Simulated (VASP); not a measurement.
Here is a VASP 6.6.1 calculation.

File INCAR:

```
PREC     = Accurate       # precision mode
ENCUT    = 600            # plane-wave cutoff, eV
EDIFF    = 1E-6           # SCF threshold, eV
ISMEAR   = 0              # smearing method
SIGMA    = 0.1            # smearing width, eV
LREAL    = False          # projectors in reciprocal space
LASPH    = True           # aspherical terms in the spheres
NELM     = 80             # most SCF steps
ALGO     = Fast           # electronic algorithm
ISIF     = 3              # what is computed and relaxed
LWAVE    = False          # write WAVECAR
LCHARG   = False          # write CHGCAR
GGA      = PE             # functional
IBRION   = 2              # ionic algorithm
NSW      = 90             # ionic steps
EDIFFG   = -0.04          # ionic threshold
```

Contents of KPOINTS:

```
Automatic mesh
0
Gamma
  6 6 4
```

Contents of POSCAR:

```
Ge2SbO3
1.0
    4.4106474600      0.0000000000      0.0000000000
   -2.2053237300      3.8197327500      0.0000000000
    0.0000000000      0.0000000000      6.3223885600
Ge Sb O
2 1 3
Direct
    0.0000000000      0.0000000000      0.6515746800
    0.0000000000      0.0000000000      0.3484253200
    0.0000000000      0.0000000000      0.0000000000
    0.5000000000      0.0000000000      0.0000000000
    0.0000000000      0.5000000000      0.0000000000
    0.5000000000      0.5000000000      0.0000000000
```

Potentials or basis: VASP PAW PBE potentials, release 64 (Ge_d, Sb, O).

Launch:

```sh
$ cat potpaw_PBE.64/Ge_d/POTCAR potpaw_PBE.64/Sb/POTCAR potpaw_PBE.64/O/POTCAR > POTCAR
$ mpirun -np 1 vasp_std > vasp.out
```

(1) Predict the band gap on the k mesh.

(2) Predict the relaxed volume.

(3) Predict the relaxed cell.

(4) What does it give for the space group after relaxing (to 0.1 Å)?

Results:

(1) zero (an odd number of electrons rules out a gap without spin polarisation).

(2) 21.65 Å³/atom.

(3) a = 4.356 Å, b = 4.356 Å, c = 7.908 Å, α = 90.00°, β = 90.00°, γ = 120.00°.

(4) P6/mmm (No. 191).

Caveat: the volume moved by over 15 % at a fixed basis, so the end points are rough; spin-orbit coupling is left out, which moves the levels of the heavy elements; an odd number of electrons without spin polarisation forces a metal; a magnetic or distorted state may lie lower.
